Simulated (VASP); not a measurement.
Set up this calculation in VASP 6.6.1, as the native input.

- Task: single point
- Functional: r2SCAN50
- Potentials or basis: VASP PAW PBE potentials, release 64 (Ga_d, P)
- Cutoff: 440 eV
- k mesh: 4 × 4 × 4
- Occupations: gaussian, width 0.01 eV
- Spin: no spin polarisation
- Dipole correction: no
- Grid for exact exchange (PRECFOCK): Normal
- Further INCAR settings: ALGO = Normal; EDIFF = 1e-06; NBANDS = 16
- Share of exact exchange: 0.5

The system is GaP.

```
Ga P
1.0
     0.00000    2.72540    2.72540
     2.72540    0.00000    2.72540
     2.72540    2.72540    0.00000
Ga P
1 1
Direct
  0.00000 0.00000 0.00000
  0.25000 0.25000 0.25000
```

One way to write it, as run:

POSCAR

```
GaP
1.0
    0.0000000000      2.7253992957      2.7253992957
    2.7253992957      0.0000000000      2.7253992957
    2.7253992957      2.7253992957      0.0000000000
Ga P
1 1
Direct
    0.0000000000      0.0000000000      0.0000000000
    0.2500000000      0.2500000000      0.2500000000
```

INCAR.step1

```
SYSTEM = GaP
  PREC = Accurate
  ENCUT = 440
  EDIFF = 1E-5
  ISMEAR = 0
  SIGMA = 0.01
  LREAL = .FALSE.
  LASPH = .TRUE.
  NELM = 120
  ALGO = Normal
  ISIF = 2
  LWAVE = .TRUE.
  LCHARG = .FALSE.
  GGA = PE
  NBANDS = 16
  GGA_COMPAT = .FALSE.
```

INCAR.step2

```
SYSTEM = GaP
  PREC = Accurate
  ENCUT = 440
  EDIFF = 1E-6
  ISMEAR = 0
  SIGMA = 0.01
  LREAL = .FALSE.
  LASPH = .TRUE.
  NELM = 120
  ALGO = Normal
  ISIF = 2
  LWAVE = .FALSE.
  LCHARG = .FALSE.
  METAGGA = R2SCAN
  LHFCALC = .TRUE.
  AEXX = 0.5
  LMIXTAU = .TRUE.
  PRECFOCK = Normal
  ISTART = 1
  NBANDS = 16
  GGA_COMPAT = .FALSE.
```

KPOINTS

```
regular mesh
0
G
  4 4 4
  0 0 0
```

Potentials or basis: VASP PAW PBE potentials, release 64 (Ga_d, P).

Launch:

```sh
$ cat potpaw_PBE.64/Ga_d/POTCAR potpaw_PBE.64/P/POTCAR > POTCAR
$ cp INCAR.step1 INCAR
$ mpirun -np 1 vasp_std > vasp.out
$ cp INCAR.step2 INCAR
$ mpirun -np 1 vasp_std > vasp.out
```

Results of the run:

```yaml
Pressure: -1.8 GPa
Band_gap_on_the_k_mesh: 4.50 eV (least direct gap 5.40 eV)
```

Caveat: the k points lie up to 0.50 Å⁻¹ apart; the PAW data sets were made with another functional, which shifts forces and pressure a little.

It took 4.8 min on 1 thread of Intel(R) Xeon(R) Platinum 8375C CPU @ 2.90GHz (Ice Lake), on a shared host, peak memory 0.17 GiB.
